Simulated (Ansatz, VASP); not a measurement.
GaSb in VASP and in Ansatz

```xyz
2
Lattice="0.0000 3.0438 3.0438 3.0438 0.0000 3.0438 3.0438 3.0438 0.0000" Properties=species:S:1:pos:R:3 pbc="T T T"
Ga    0.0000    0.0000    0.0000
Sb    1.5219    1.5219    1.5219
```

Change from the starting cell: volume scaled by 0.94, PAW files.

Alike in both runs: task single point; functional PBE; k mesh 12 × 12 × 12; occupations fermi-dirac, width 0.05 eV; no spin polarisation.

|  | VASP | Ansatz |
| --- | --- | --- |
| version | VASP 6.6.1 | Ansatz 0.2.0 |
| potentials or method | VASP PAW PBE potentials, release 64 (Ga_d, Sb) | PAW with Ansatz's default frozen-core files, scalar-relativistic |
| plane-wave cutoff (eV) | 520 | 420 |
| valence electrons in the cell | 18 | 28 |

Ansatz gave:

| Property | Result |
| --- | --- |
| pressure (GPa) | 3.2 |

Problem. Estimate VASP's values.

Solution. Pressure (GPa): 3.3.

VASP's potentials hold 18 valence electrons a cell and Ansatz's 28, so a difference there can come from the potentials and not from the codes.

Spin-orbit coupling is off throughout.
